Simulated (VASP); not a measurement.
MgB2:

```
CELL_PARAMETERS angstrom
3.04331 0.00000 0.00000
-1.52165 2.63558 0.00000
0.00000 0.00000 3.47539
ATOMIC_POSITIONS crystal
Mg 0.00000 0.00000 0.00000
B 0.66667 0.33333 0.50000
B 0.33333 0.66667 0.50000
```

Base run:

```yaml
Program: VASP 6.6.1
Functional: r2SCAN
Potentials_or_basis: VASP PAW PBE potentials, release 64 (Mg, B)
Cutoff: 520 eV
k_mesh: 10 × 10 × 8
Occupations: fermi-dirac, width 0.05 eV
Spin: no spin polarisation
```

Its results: band gap on the k mesh zero (band 4 reaches 6.76 eV, above the bottom of band 5 at 4.14 eV); pressure 4.1 GPa.

Task: The run is repeated on the same cell with these changes: functional from r2SCAN to PBE. What comes out?

Result: Band gap on the k mesh zero (band 4 reaches 6.70 eV, above the bottom of band 5 at 4.17 eV); pressure 5.4 GPa.

Caveats: the PAW data sets were made with another functional, which shifts forces and pressure a little (some runs).
